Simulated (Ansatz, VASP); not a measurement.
# CdS in VASP and in Ansatz

The input INCAR:

```
SYSTEM = CdS
PREC = Accurate
ENCUT = 520
EDIFF = 1E-7
ISMEAR = 0
SIGMA = 0.05
LREAL = .FALSE.
LASPH = .TRUE.
NELM = 80
ALGO = Normal
ISIF = 2
LWAVE = .FALSE.
LCHARG = .TRUE.
GGA = PE
LELF = .TRUE.
LVHAR = .TRUE.
NBANDS = 26
```

KPOINTS

```
Automatic mesh
0
G
  12 12 4
  0 0 0
```

POSCAR

```
CdS
1.0
    4.1347992034      0.0930329821      0.0000000000
   -1.9868306758      3.5343246587      0.0000000000
    0.0000000000      0.0000000000      6.7490000000
Cd S
2 2
Direct
    0.3333333333      0.6666666667      0.0000000000
    0.6666666667      0.3333333333      0.5000000000
    0.3333333333      0.6666666667      0.3850000000
    0.6666666667      0.3333333333      0.8850000000
```

Input for Ansatz:

```yaml
crystal:
  lattice:
    - [4.1347992034, 0.0930329821, 0.0]
    - [-1.9868306758, 3.5343246587, 0.0]
    - [0.0, 0.0, 6.749]
  atoms:
    - { symbol: Cd, position: [0.3333333333, 0.6666666667, 0.0] }
    - { symbol: Cd, position: [0.6666666667, 0.3333333333, 0.5] }
    - { symbol: S, position: [0.3333333333, 0.6666666667, 0.385] }
    - { symbol: S, position: [0.6666666667, 0.3333333333, 0.885] }
basis:
  ecutwfc: 420
kpoints:
  mp_grid: { grid: [12, 12, 4] }
hamiltonian:
  xc: pbe
scf:
  occupations: { method: gaussian, width: 0.05 }
output:
  forces: true
  stress: true
  eigenvalues: true
```

Change from the starting cell: strain +0.0450 x Voigt [0, 0, 0, 0, 0, 1], atoms carried along.

Alike in both runs: task single point; functional PBE; k mesh 12 × 12 × 4; occupations gaussian, width 0.05 eV; no spin polarisation.

|  | VASP | Ansatz |
| --- | --- | --- |
| version | VASP 6.6.1 | Ansatz 0.2.0 |
| potentials or method | VASP PAW PBE potentials, release 64 (Cd, S), cutoff 520 eV | scalar-relativistic, plane waves, PAW |
| valence electrons in the cell | 36 | 52 |

```csv
,VASP,Ansatz,Ansatz less VASP
gap on the k mesh at the Fermi level (eV),1.15,1.15,-0.002
least direct gap on the mesh (eV),1.15,1.15,-0.002
pressure (GPa),3.0,2.7,-0.36
"traceless stress, the component that is largest in VASP (GPa)",-1.97,-1.93,+0.036
rms of the force components (eV/Å),0.254,0.246,-0.0081
```

Atom by atom the forces differ by 0.008 eV/Å (rms over components). The functional is the same, so the differences come from potentials, cutoffs and numerics. VASP's potentials hold 36 valence electrons a cell and Ansatz's 52, so a difference there can come from the potentials and not from the codes.
